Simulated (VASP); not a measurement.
Wanted: the native input for a VASP 6.6.1 run.

| Item | Value |
| --- | --- |
| Task | single point |
| Functional | LDA |
| Potentials or basis | VASP PAW LDA potentials, release 64 (Sc_sv, Co, B) |
| Cutoff | 520 eV |
| k mesh | 9 × 9 × 12 |
| Occupations | gaussian, width 0.1 eV |
| Spin | no spin polarisation |
| Dipole correction | no |
| Further INCAR settings | ALGO = Fast; EDIFF = 1e-07; NBANDS = 31 |

The structure of ScCo3B2 lies in POSCAR:

```
ScCo3B2
1.0
    4.7981637794      0.0000000000      0.0000000000
   -2.3990818897      4.1553317245      0.0000000000
    0.0000000000      0.0000000000      2.9037880298
Sc Co B
1 3 2
Direct
    0.0000000000      0.0000000000      0.0000000000
    0.5000000000      0.0000000000      0.5000000000
    0.5000000000      0.5000000000      0.5000000000
    0.0000000000      0.5000000000      0.5000000000
    0.3333333333      0.6666666667      0.0000000000
    0.6666666667      0.3333333333      0.0000000000
```

One way to write it, as run:

INCAR

```
SYSTEM = ScCo3B2
PREC = Accurate ; ENCUT = 520
EDIFF = 1E-7 ; ISMEAR = 0
SIGMA = 0.1 ; LREAL = .False.
LASPH = .True. ; NELM = 60
ALGO = Fast ; ISIF = 2
LWAVE = .False. ; LCHARG = .False.
NBANDS = 31
```

KPOINTS

```
Automatic mesh
0
Gamma
  9 9 12
  0 0 0
```

Potentials or basis: VASP PAW LDA potentials, release 64 (Sc_sv, Co, B).

Command:

```console
$ cat potpaw_LDA.64/Sc_sv/POTCAR potpaw_LDA.64/Co/POTCAR potpaw_LDA.64/B/POTCAR > POTCAR
$ mpirun -np 1 vasp_std > vasp.out
```

It gave:

| Item | Value |
| --- | --- |
| Pressure | 0.3 GPa |
| Band gap on the k mesh | zero (band 22 reaches 9.51 eV, above the bottom of band 23 at 8.70 eV) |

Wall time 5.8 min on 1 thread of Oxide Virtual Turin-like Processor, with other jobs on the host, peak memory 0.23 GiB.
